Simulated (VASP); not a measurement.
# Tl (P6_3/mmc) in VASP: notebook

Runs on Tl. Level: PBE. Tasks: single point.

All numbers are computed with VASP 6.6.1; they aren't measurements. Logs are shortened: lines on timing, memory, paths and dates and some standing lists are left out, and cuts for length are marked.

## 1. The cell of the first run

Symmetry: P6_3/mmc, No. 194, hexagonal system. The conventional cell has a = 3.180 Å, b = 3.180 Å, c = 5.083 Å, α = 90.00°, β = 90.00°, γ = 120.00°. Within 4.1 Å of Tl (site symmetry -6m2) lie 12 Tl at 3.14 to 3.18 Å.

## 2. Single point, PBE (strain -0.080 along x and y, -0.080 along z)

Input file INCAR:

```
SYSTEM = Tl
  PREC = Accurate
  ENCUT = 520
  EDIFF = 1E-6
  ISMEAR = 0
  SIGMA = 0.15
  LREAL = .False.
  LASPH = .True.
  NELM = 60
  ALGO = Fast
  ISIF = 2
  LWAVE = .False.
  LCHARG = .False.
  GGA = PE
  NBANDS = 20
```

Input file KPOINTS:

```
regular mesh
0
Gamma
  18 18 10
  0 0 0
```

Input file POSCAR:

```
Tl
1.0
    3.1795184880      0.0000000000      0.0000000000
   -1.5897592440      2.7535437824      0.0000000000
    0.0000000000      0.0000000000      5.0830000000
Tl
2
Direct
    0.3333333333      0.6666666667      0.2500000000
    0.6666666667      0.3333333333      0.7500000000
```

Potentials or basis: VASP PAW PBE potentials, release 64 (Tl_d).

On the command line:

```sh
$ cat potpaw_PBE.64/Tl_d/POTCAR > POTCAR
$ mpirun -np 1 vasp_std > vasp.out
```

OUTCAR:

```text
SYSTEM = Tl
   PREC = Accurate
   ENCUT = 520
   EDIFF = 1E-6
   ISMEAR = 0
   LREAL = .False.
   LASPH = .True.
   NELM = 60
   ISIF = 2
   GGA = PE

 ion  position               nearest neighbor table
   1  0.333  0.667  0.250-   2 3.14   2 3.14   2 3.14   2 3.14   2 3.14   2 3.14
   2  0.667  0.333  0.750-   1 3.14   1 3.14   1 3.14   1 3.14   1 3.14   1 3.14

  LATTYP: Found a hexagonal cell.
 ALAT       =     3.1795184880
 C/A-ratio  =     1.5986697417

  Lattice vectors:

 A1 = (   3.1795184880,   0.0000000000,   0.0000000000)
 A2 = (  -1.5897592440,   2.7535437824,   0.0000000000)
 A3 = (   0.0000000000,   0.0000000000,   5.0830000000)

Analysis of symmetry for initial positions (statically):
=====================================================================
 Subroutine PRICEL returns:
 Original cell was already a primitive cell.

 Routine SETGRP: Setting up the symmetry group for a
 hexagonal supercell.

 Subroutine GETGRP returns: Found 24 space group operations
 (whereof 12 operations were pure point group operations)
 out of a pool of 24 trial point group operations.

The static configuration has the point symmetry D_3d.
 The point group associated with its full space group is D_6h.

Analysis of symmetry for dynamics (positions and initial velocities):
=====================================================================
 Subroutine PRICEL returns:
 Original cell was already a primitive cell.

 Routine SETGRP: Setting up the symmetry group for a
 hexagonal supercell.

 Subroutine GETGRP returns: Found 24 space group operations
 (whereof 12 operations were pure point group operations)
 out of a pool of 24 trial point group operations.

The dynamic configuration has the point symmetry D_3d.
 The point group associated with its full space group is D_6h.

 Subroutine INISYM returns: Found 24 space group operations
 (whereof 12 operations are pure point group operations),
 and found     1 'primitive' translations

----------------------------------------------------------------------------------------

                                     Primitive cell

  volume of cell :      44.5014

  direct lattice vectors                    reciprocal lattice vectors
     3.179518488  0.000000000  0.000000000     0.314513032  0.181584184  0.000000000
    -1.589759244  2.753543782  0.000000000     0.000000000  0.363168367  0.000000000
     0.000000000  0.000000000  5.083000000     0.000000000  0.000000000  0.196734212

  length of vectors
     3.179518488  3.179518488  5.083000000     0.363168367  0.363168367  0.196734212
[... 75 lines left out ...]
   ISPIN  =      1    spin polarized calculation?
   LNONCOLLINEAR =      F non collinear calculations
   LSORBIT =      F    spin-orbit coupling
   LASPH  =      T    aspherical Exc in radial PAW
   ENCUT  =  520.0 eV  38.22 Ry    6.18 a.u.   5.91  5.91  9.45*2*pi/ulx,y,z
   NELM   =     60;   NELMIN=  2; NELMDL= -5     # of ELM steps
   EDIFF  = 0.1E-05   stopping-criterion for ELM
   LREAL  =      F    real-space projection
   EDIFFG = 0.1E-04   stopping-criterion for IOM
   NSW    =      0    number of steps for IOM
   IBRION =     -1    ionic relax: 0-MD 1-quasi-New 2-CG
   NFREE  =      0    steps in history (QN), initial steepest desc. (CG)
   ISIF   =      2    stress and relaxation
   ISYM   =      2    0-nonsym 1-usesym 2-fastsym
   POTIM  = 0.5000    time-step for ionic-motion
   TEBEG  =    0.0;   TEEND  =   0.0 temperature during run
   PSTRESS=    0.0 pullay stress
   NELECT =      26.0000    total number of electrons
   NUPDOWN=      -1.0000    fix difference up-down
   EMIN   =  10.00;   EMAX   =-10.00  energy-range for DOS
   EFERMI =   0.00;   METHOD = LEGACY
   ISMEAR =     0;   SIGMA  =   0.15  broadening in eV -4-tet -1-fermi 0-gaus
   EFERMI_NEDOS =   21; number of points for ismear=-14 and -15
   IALGO  =     68    algorithm
   IMIX   =      4    mixing-type and parameters
     AMIX     =   0.40;   BMIX     =  1.00
     AMIX_MAG =   1.60;   BMIX_MAG =  1.00
  volume/ion in A,a.u.               =      22.25       150.16
  Fermi-wavevector in a.u.,A,eV,Ry     =   1.368595  2.586269 25.484405  1.873051
  Thomas-Fermi vector in A             =   2.494545
   LORBIT       =      0    0 simple, 1 ext, 2 COOP (PROOUT), +10 PAW based schemes
   GGA     = PE    functional components
   LHFCALC =     F    Hartree Fock is set to
   AEXX    =    0.0000 exact exchange contribution
   IVDW    =     0    specifies the selected vdW correction
   LEPSILON=     F    determine dielectric tensor
   LRPA    =     F    only Hartree local field effects (RPA)
 non-spin polarized calculation
 RMM-DIIS sequential band-by-band and
 Gauss-broadening in eV      SIGMA  =   0.15
  energy-cutoff  :      520.00
  volume of cell :       44.50
 maximum number of plane-waves:      1213
 NGX is ok and might be reduce to    24
   NGX = 11   NGY = 11   NGZ = 19

 number of electron      26.0000004 magnetization

 Free energy of the ion-electron system (eV)
  ---------------------------------------------------
  ext. energy  EPLUGINS =         0.00000000
  ---------------------------------------------------
  free energy    TOTEN  =        -3.53063008 eV

  energy without entropy =       -3.52114827  energy(sigma->0) =       -3.52588917

 E-fermi :   9.7402     XC(G=0): -11.5096

 val. band max:        9.7290949069   @ k =   0.3333   0.2778   0.4000
 cond. band min:       9.7418844142   @ k =   0.3889   0.1667   0.2000
 fundamental gap:      0.0127895072
 Fermi energy:         9.7401749082

 k-point     1 :       0.0000    0.0000    0.0000
  band No.  band energies     occupation
      1      -3.0353      2.00000
      2      -2.4806      2.00000
      3      -2.4250      2.00000
      4      -2.4250      2.00000
      5      -2.3936      2.00000
      6      -2.3177      2.00000
[... 541 lines left out ...]
     19      19.1406      0.00000
     20      21.0461      0.00000

 [... further k-points ...]
[... 5 lines left out ...]
  --------------------------------------------------------------------------------------
  -------------------------------------------------------------------------------------
  Total        6.3238495      6.3238495      6.7776143     -0.0000000     -0.0000000      0.0000000
  in kB      227.6767373    227.6767373    244.0135706     -0.0000000     -0.0000000      0.0000000
  external PRESSURE =     233.1223484 kB  Pullay stress =       0.0000000 kB

 VOLUME and BASIS-vectors are now :
 -----------------------------------------------------------------------------
  energy-cutoff  :      520.00
  volume of cell :       44.50
      direct lattice vectors                 reciprocal lattice vectors
     3.179518488  0.000000000  0.000000000     0.314513032  0.181584184  0.000000000
    -1.589759244  2.753543782  0.000000000     0.000000000  0.363168367  0.000000000
     0.000000000  0.000000000  5.083000000     0.000000000  0.000000000  0.196734212

 POSITION                                       TOTAL-FORCE (eV/Angst)
 -----------------------------------------------------------------------------------
     -0.00000      1.83570      1.27075         0.000000      0.000000      0.000000
      1.58976      0.91785      3.81225        -0.000000      0.000000      0.000000
 -----------------------------------------------------------------------------------
    total drift:                                0.000000     -0.000000      0.000000

  FREE ENERGIE OF THE ION-ELECTRON SYSTEM (eV)
  ---------------------------------------------------
  free  energy   TOTEN  =        -3.5306300754 eV

  energy  without entropy=       -3.5211482689  energy(sigma->0) =       -3.52588917
```

OSZICAR:

```text
N       E                     dE             d eps       ncg     rms          rms(c)
DAV:   1     0.139638168714E+03    0.13964E+03   -0.14633E+04  8912   0.128E+03
DAV:   2    -0.854229226886E+00   -0.14049E+03   -0.13769E+03  9772   0.295E+02
DAV:   3    -0.361949179859E+01   -0.27653E+01   -0.27554E+01 10296   0.368E+01
DAV:   4    -0.363326070346E+01   -0.13769E-01   -0.13768E-01  9480   0.290E+00
DAV:   5    -0.363340501619E+01   -0.14431E-03   -0.14431E-03 10000   0.303E-01    0.731E+00
RMM:   6    -0.355053809435E+01    0.82867E-01   -0.10673E-01  8895   0.228E+00    0.471E+00
RMM:   7    -0.353345259599E+01    0.17085E-01   -0.82720E-02  8997   0.215E+00    0.732E-01
RMM:   8    -0.353061402370E+01    0.28386E-02   -0.12614E-02  9063   0.756E-01    0.676E-02
RMM:   9    -0.353063313683E+01   -0.19113E-04   -0.33090E-04  9626   0.152E-01    0.260E-02
RMM:  10    -0.353062959476E+01    0.35421E-05   -0.34078E-05  9714   0.452E-02    0.301E-03
RMM:  11    -0.353063007541E+01   -0.48066E-06   -0.74757E-06  7944   0.183E-02
   1 F= -.35306301E+01 E0= -.35258892E+01  d E =-.948181E-02
```

It took 43 s on 1 thread of Intel Xeon 6975P-C (Granite Rapids), shared host; peak memory 0.27 GiB.

What came out:

| Quantity | Value |
| --- | --- |
| Free energy | -3.5306 eV |
| Pressure | 23.3 GPa |
| Band gap on the k mesh | zero (bands 13 and 14 overlap by 7.74 eV) |

Caveat: the cell differs from its parent crystal (strain -0.080 along x and y, -0.080 along z); the cell stands under pressure; spin-orbit coupling is left out, which moves the levels of the heavy elements.

## 3. Single point, PBE (strain -0.080 along x and y, -0.040 along z)

Input file INCAR:

```
SYSTEM = Tl
  PREC = Accurate
  ENCUT = 520
  EDIFF = 1E-6
  ISMEAR = 0
  SIGMA = 0.15
  LREAL = .FALSE.
  LASPH = .TRUE.
  NELM = 60
  ALGO = Fast
  ISIF = 2
  LWAVE = .FALSE.
  LCHARG = .FALSE.
  GGA = PE
  NBANDS = 20
```

Input file KPOINTS:

```
Automatic mesh
0
G
  18 18 10
  0 0 0
```

Changes to POSCAR since step 2:

```diff
@@ -4,3 +4,3 @@
    -1.5897592440      2.7535437824      0.0000000000
-    0.0000000000      0.0000000000      5.0830000000
+    0.0000000000      0.0000000000      5.3040000000
 Tl
```

Potentials or basis: VASP PAW PBE potentials, release 64 (Tl_d).

On the command line:

```sh
$ cat potpaw_PBE.64/Tl_d/POTCAR > POTCAR
$ mpirun -np 1 vasp_std > vasp.out
```

Wall time 43 s (1 thread of Intel Xeon 6975P-C (Granite Rapids), shared host); peak memory 0.28 GiB.

It converged, with:

```
Free energy            : -3.7766 eV
Pressure               : 18.1 GPa
Band gap on the k mesh : zero (bands 13 and 14 overlap by 6.89 eV)
```

Stress tensor (GPa, compression positive):
```
18.78  0.00  0.00
 0.00 18.78  0.00
 0.00  0.00 16.74
```

Levels at points of the mesh, in eV from the Fermi level:
```
           k point  band 10  band 11  band 12  band 13  band 14  band 15  band 16  band 17
(0.00, 0.00, 0.00)   -11.30   -11.30    -5.56    -4.07     9.98     9.98    10.81    11.06
(0.50, 0.00, 0.00)   -11.16    -5.85    -5.10    -0.62     0.04     1.23     4.15     4.57
(0.00, 0.00, 0.50)   -11.46   -10.02   -10.02     3.28     3.28    10.99    10.99    11.01
(0.50, 0.00, 0.50)   -11.18    -4.56    -4.56    -3.10    -3.10     6.56     6.56     6.72
```

Caveat: the cell differs from its parent crystal (strain -0.080 along x and y, -0.040 along z); the cell stands under pressure; spin-orbit coupling is left out, which moves the levels of the heavy elements.

(Continued in part 2 of 2.)

The gap in the log of VASP goes by the Fermi energy; the results here count the filled bands.